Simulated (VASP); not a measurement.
# Mo6C in VASP: a series of runs, part 2 of 2

VASP 6.6.1. The steps go on from the part before.

## (3) Relaxation of the atoms, PBEsol

File INCAR:

```
SYSTEM = Mo6C
PREC     = Accurate       ! precision mode
ENCUT    = 520            ! plane-wave cutoff, eV
EDIFF    = 1E-6           ! SCF threshold, eV
ISMEAR   = 0              ! smearing method
SIGMA    = 0.1            ! smearing width, eV
LREAL    = .False.        ! projectors in reciprocal space
LASPH    = .True.         ! aspherical terms in the spheres
NELM     = 60             ! most SCF steps
ALGO     = Fast           ! electronic algorithm
ISIF     = 2              ! what is computed and relaxed
LWAVE    = .False.        ! write WAVECAR
LCHARG   = .False.        ! write CHGCAR
LDIPOL   = .True.       
IDIPOL   = 3            
DIPOL    = 0.5 0.5 0.344
GGA      = PS             ! functional
IBRION   = 2              ! ionic algorithm
NSW      = 36             ! ionic steps
EDIFFG   = -0.025         ! ionic threshold
```

File KPOINTS:

```
regular mesh
0
Gamma
  6 6 1
  0 0 0
```

File POSCAR:

```
Mo6C
1.0
    4.4256825775      0.0000000000      0.0000000000
   -2.2128412887      3.8327535412      0.0000000000
    0.0000000000      0.0000000000     19.7247696083
Mo C
6 1
Selective dynamics
Direct
    0.6666666667      0.3333333333      0.2027907083  F F F
    0.3333333333      0.6666666667      0.2485904155  F F F
    0.0000000000      0.0000000000      0.2943901228  F F F
    0.6666666667      0.3333333333      0.3368101117  F F F
    0.3333333333      0.6666666667      0.3772266205  F F F
    0.0000000000      0.0000000000      0.4169767136  F F F
    0.0000000000      0.0000000000      0.5335813709  F F T
```

Potentials or basis: VASP PAW PBE potentials, release 64 (Mo_sv, C).

On the command line:

```sh
$ cat potpaw_PBE.64/Mo_sv/POTCAR potpaw_PBE.64/C/POTCAR > POTCAR
$ mpirun -np 1 vasp_std > vasp.out
```

OUTCAR:

```text
SYSTEM = Mo6C
   PREC = Accurate
   ENCUT = 520
   EDIFF = 1E-6
   ISMEAR = 0
   LREAL = .False.
   LASPH = .True.
   NELM = 60
   ISIF = 2
   GGA = PS
   IBRION = 2
   NSW = 36
   EDIFFG = -0.025

 ion  position               nearest neighbor table
   1  0.667  0.333  0.203-   4 2.64   2 2.71   2 2.71   2 2.71   3 3.13   3 3.13   3 3.13
   2  0.333  0.667  0.249-   5 2.54   1 2.71   1 2.71   3 2.71   1 2.71   3 2.71   3 2.71   4 3.09
                             4 3.09   4 3.09
   3  0.000  0.000  0.294-   6 2.42   4 2.69   4 2.69   4 2.69   2 2.71   2 2.71   2 2.71   5 3.03
                             5 3.03   5 3.03   1 3.13   1 3.13   1 3.13
   4  0.667  0.333  0.337-   1 2.64   5 2.68   5 2.68   5 2.68   3 2.69   3 2.69   3 2.69   6 3.00
                             6 3.00   6 3.00   2 3.09   2 3.09   2 3.09
   5  0.333  0.667  0.377-   2 2.54   6 2.67   6 2.67   6 2.67   4 2.68   4 2.68   4 2.68   3 3.03
                             3 3.03   3 3.03
   6  0.000  0.000  0.417-   7 2.30   3 2.42   5 2.67   5 2.67   5 2.67   4 3.00   4 3.00   4 3.00

   7  0.000  0.000  0.534-   6 2.30

  LATTYP: Found a hexagonal cell.
 ALAT       =     4.4256825775
 C/A-ratio  =     4.4568875564

  Lattice vectors:

 A1 = (   4.4256825775,   0.0000000000,   0.0000000000)
 A2 = (  -2.2128412887,   3.8327535412,   0.0000000000)
 A3 = (   0.0000000000,   0.0000000000,  19.7247696083)

Analysis of symmetry for initial positions (statically):
=====================================================================
 Subroutine PRICEL returns:
 Original cell was already a primitive cell.

 Routine SETGRP: Setting up the symmetry group for a
 hexagonal supercell.

 Subroutine GETGRP returns: Found  6 space group operations
 (whereof  6 operations were pure point group operations)
 out of a pool of 24 trial point group operations.

[... 177 lines left out ...]
  --------------------------------------------------------------------------------------
  -------------------------------------------------------------------------------------
  Total       -6.0678404     -6.0678404     -8.8115342     -0.0000000      0.0000000      0.0000000
  in kB      -29.0563887    -29.0563887    -42.1948084     -0.0000000      0.0000000      0.0000000
  external PRESSURE =     -33.4358619 kB  Pullay stress =       0.0000000 kB
[... 104 lines left out ...]
  FREE ENERGIE OF THE ION-ELECTRON SYSTEM (eV)
  ---------------------------------------------------
  free  energy   TOTEN  =       -68.3151940579 eV

  energy  without entropy=      -68.2814670122  energy(sigma->0) =      -68.29833054

 dipolmoment           0.000000      0.000000     -0.715992 electrons x Angstroem

 E-fermi :   0.0441     XC(G=0):  -5.2668

 val. band max:        0.0369236849   @ k =   0.3333   0.3333   0.0000
 cond. band min:       0.0869023606   @ k =   0.1667   0.1667   0.0000
 fundamental gap:      0.0499786757
 Fermi energy:         0.0440549591

 k-point     1 :       0.0000    0.0000    0.0000
  band No.  band energies     occupation
      1     -61.0365      2.00000
      2     -60.7771      2.00000
      3     -60.7554      2.00000
      4     -60.6657      2.00000
      5     -60.5630      2.00000
      6     -60.0298      2.00000
[... 374 lines left out ...]
     51       1.1484      0.00000
     52       1.4645      0.00000

[... ionic steps 4 to 12 ...]

--------------------------------------- Ionic step       13  -------------------------------------------

 number of electron      88.0000012 magnetization

------------------------ aborting loop because EDIFF is reached ----------------------------------------
[... 77 lines left out ...]
--------------------------------------- Ionic step       15  -------------------------------------------

 number of electron      88.0000012 magnetization

 dipolmoment           0.000000      0.000000      0.279013 electrons x Angstroem

 Free energy of the ion-electron system (eV)
  ---------------------------------------------------
  ext. energy  EPLUGINS =         0.00000000
  ---------------------------------------------------
  free energy    TOTEN  =       -68.85514849 eV

  energy without entropy =      -68.82177830  energy(sigma->0) =      -68.83846339

 E-fermi :  -0.0346     XC(G=0):  -5.1946

 val. band max:       -0.0808312336   @ k =   0.3333   0.0000   0.0000
 cond. band min:      -0.0254192562   @ k =   0.3333   0.0000   0.0000
 fundamental gap:      0.0554119774
 Fermi energy:        -0.0346092090

 k-point     1 :       0.0000    0.0000    0.0000
  band No.  band energies     occupation
      1     -61.1019      2.00000
      2     -60.8435      2.00000
      3     -60.8360      2.00000
      4     -60.7391      2.00000
      5     -60.6392      2.00000
      6     -59.8841      2.00000
[... 374 lines left out ...]
     51       1.1917      0.00000
     52       1.4260      0.00000

------------------------ aborting loop because EDIFF is reached ----------------------------------------

 vacuum level on the upper side and lower side of the slab       (xc-potential included)         1.435        -1.533

  FORCE on cell =-STRESS in cart. coord.  units (eV):
  Direction    XX          YY          ZZ          XY          YZ          ZX
  --------------------------------------------------------------------------------------
  -------------------------------------------------------------------------------------
  Total       -3.3430529     -3.3430529     -0.2299678     -0.0000000     -0.0000000     -0.0000000
  in kB      -16.0085038    -16.0085038     -1.1012213     -0.0000000     -0.0000000     -0.0000000
  external PRESSURE =     -11.0394096 kB  Pullay stress =       0.0000000 kB
[... 22 lines left out ...]
  FREE ENERGIE OF THE ION-ELECTRON SYSTEM (eV)
  ---------------------------------------------------
  free  energy   TOTEN  =       -68.8551484867 eV

  energy  without entropy=      -68.8217782999  energy(sigma->0) =      -68.83846339

 reached required accuracy - stopping structural energy minimisation

 vacuum level on the upper side and lower side of the slab         6.539         3.520
```

OSZICAR:

```text
N       E                     dE             d eps       ncg     rms          rms(c)
DAV:   1     0.871051548227E+03    0.87105E+03   -0.54931E+04   960   0.150E+03
DAV:   2    -0.324251452950E+02   -0.90348E+03   -0.88663E+03   836   0.433E+02
DAV:   3    -0.712259717251E+02   -0.38801E+02   -0.37589E+02   984   0.738E+01
[... 201 lines left out ...]
RMM:   3    -0.688551618609E+02    0.16422E-03   -0.13464E-04   790   0.312E-02    0.270E-02
RMM:   4    -0.688551524613E+02    0.93996E-05   -0.80116E-05   769   0.213E-02    0.190E-02
RMM:   5    -0.688551510548E+02    0.14065E-05   -0.19613E-05   700   0.133E-02    0.119E-02
RMM:   6    -0.688551492148E+02    0.18400E-05   -0.43793E-06   554   0.703E-03    0.572E-03
RMM:   7    -0.688551484867E+02    0.72802E-06   -0.21681E-06   432   0.355E-03
  15 F= -.68855148E+02 E0= -.68838463E+02  d E =-.142319E-03
```

CONTCAR:

```text
Mo6C
   1.00000000000000
     4.4256825774999999    0.0000000000000000    0.0000000000000000
    -2.2128412887000000    3.8327535411999998    0.0000000000000000
     0.0000000000000000    0.0000000000000000   19.7247696083000008
  Mo              C
     6     1
Selective dynamics
Direct
     0.6666666667000030    0.3333333332999970    0.2027907083000002   F   F   F
     0.3333333332999970    0.6666666667000030    0.2485904154999972   F   F   F
     0.0000000000000000    0.0000000000000000    0.2943901228000030   F   F   F
     0.6666666667000030    0.3333333332999970    0.3368101116999966   F   F   F
     0.3333333332999970    0.6666666667000030    0.3772266204999966   F   F   F
     0.0000000000000000    0.0000000000000000    0.4169767136000004   F   F   F
     0.0000000000000000    0.0000000000000000    0.5053592582189386   F   F   T

  0.00000000E+00  0.00000000E+00  0.00000000E+00
  0.00000000E+00  0.00000000E+00  0.00000000E+00
  0.00000000E+00  0.00000000E+00  0.00000000E+00
  0.00000000E+00  0.00000000E+00  0.00000000E+00
  0.00000000E+00  0.00000000E+00  0.00000000E+00
  0.00000000E+00  0.00000000E+00  0.00000000E+00
  0.00000000E+00  0.00000000E+00  0.00000000E+00
```

Run time: 47 min. Hardware: 1 thread of Oxide Virtual Turin-like, shared host; peak memory 0.5 GiB.

What came out:

| Property | Result |
| --- | --- |
| Free energy | -68.8551 eV |
| Energy gained by relaxing | 259.4 meV/atom |
| Ionic steps | 15 |
| Band gap on the k mesh | zero (bands 44 and 45 overlap by 0.49 eV) |

The path:
```
step  energy change (eV)  largest force on free atoms (eV/Å)  pressure (GPa)
   1              0.0000                              3.7214           -3.34
   2             -0.6978                              3.9788           -3.10
   3             -1.2757                              7.7247            1.12
   4             -1.4017                              3.4909           -2.51
   5             -1.8114                              0.4950           -1.26
   6             -1.8149                              0.2177           -1.02
   7             -1.8153                              0.1352           -1.14
   8             -1.8154                              0.1264           -1.14
   9             -1.8155                              0.0938           -1.13
  10             -1.8155                              0.0910           -1.13
  11             -1.8155                              0.0866           -1.12
  12             -1.8155                              0.0867           -1.13
  13             -1.8156                              0.0768           -1.12
  14             -1.8156                              0.0556           -1.12
  15             -1.8156                              0.0119           -1.10
```

Final structure:
```
Mo C
1.0
     4.42568    0.00000    0.00000
    -2.21284    3.83275    0.00000
     0.00000    0.00000   19.72477
Mo C
6 1
Direct
  0.66667 0.33333 0.20279
  0.33333 0.66667 0.24859
  0.00000 0.00000 0.29439
  0.66667 0.33333 0.33681
  0.33333 0.66667 0.37723
  0.00000 0.00000 0.41698
  0.00000 0.00000 0.50536
```

Levels at points of the mesh, in eV from the Fermi level:
| k point | band 41 | band 42 | band 43 | band 44 | band 45 | band 46 | band 47 | band 48 |
| --- | --- | --- | --- | --- | --- | --- | --- | --- |
| (0.00, 0.00, 0.00) | -1.04 | -1.04 | -1.01 | -0.38 | -0.38 | 0.29 | 1.18 | 1.18 |
| (0.50, 0.00, 0.00) | -1.12 | -0.72 | -0.57 | 0.11 | 0.17 | 0.36 | 0.78 | 1.30 |

Caveat: the PAW data sets were made with another functional, which shifts forces and pressure a little.
